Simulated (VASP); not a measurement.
# W: single point with PBE

Crystal: W.

```
W
1.0
    -1.51744    1.51744    1.59730
     1.51744   -1.51744    1.59730
     1.51744    1.51744   -1.59730
W
1
Cartesian
  0.0000 0.0000 0.0000
```

This cell differs from its parent crystal: strain -0.050 along x and y, +0.000 along z.

- Program: VASP 6.6.1
- Task: single point
- Functional: PBE
- Potentials or basis: VASP PAW PBE potentials, release 64 (W_sv)
- Cutoff: 520 eV
- k mesh: 20 × 20 × 20
- Occupations: fermi-dirac, width 0.4 eV
- Spin: no spin polarisation

```
Pressure               : 36.3 GPa
Band gap on the k mesh : zero (band 7 reaches 18.15 eV, above the bottom of band 8 at 11.54 eV)
```

Stress tensor (GPa, compression positive):
```
41.72  0.00  0.00
 0.00 41.72  0.00
 0.00  0.00 25.37
```

Levels at points of the mesh, in eV from the Fermi level:
| k point | band 3 | band 4 | band 5 | band 6 | band 7 | band 8 | band 9 | band 10 | band 11 | band 12 |
| --- | --- | --- | --- | --- | --- | --- | --- | --- | --- | --- |
| (0.00, 0.00, 0.00) | -37.43 | -37.43 | -9.98 | -1.50 | -1.50 | -0.78 | 1.98 | 2.97 | 14.09 | 15.11 |
| (0.50, 0.00, 0.00) | -37.93 | -37.44 | -6.71 | -3.61 | 0.90 | 1.93 | 3.59 | 6.83 | 11.80 | 12.28 |
| (0.50, 0.50, 0.00) | -38.02 | -37.50 | -6.73 | -4.35 | 1.34 | 3.12 | 3.89 | 7.04 | 11.66 | 12.74 |
| (0.50, 0.50, 0.50) | -38.51 | -38.51 | -6.48 | -6.31 | 5.65 | 5.90 | 5.90 | 8.03 | 9.42 | 9.42 |

Run time: 2.3 min on 1 thread of Intel(R) Xeon(R) Platinum 8175M CPU @ 2.50GHz (Skylake/Cascade Lake), on a shared host, peak memory 0.22 GiB.

Caveat: the cell differs from its parent crystal (strain -0.050 along x and y, +0.000 along z); spin-orbit coupling is left out, which moves the levels of the heavy elements.
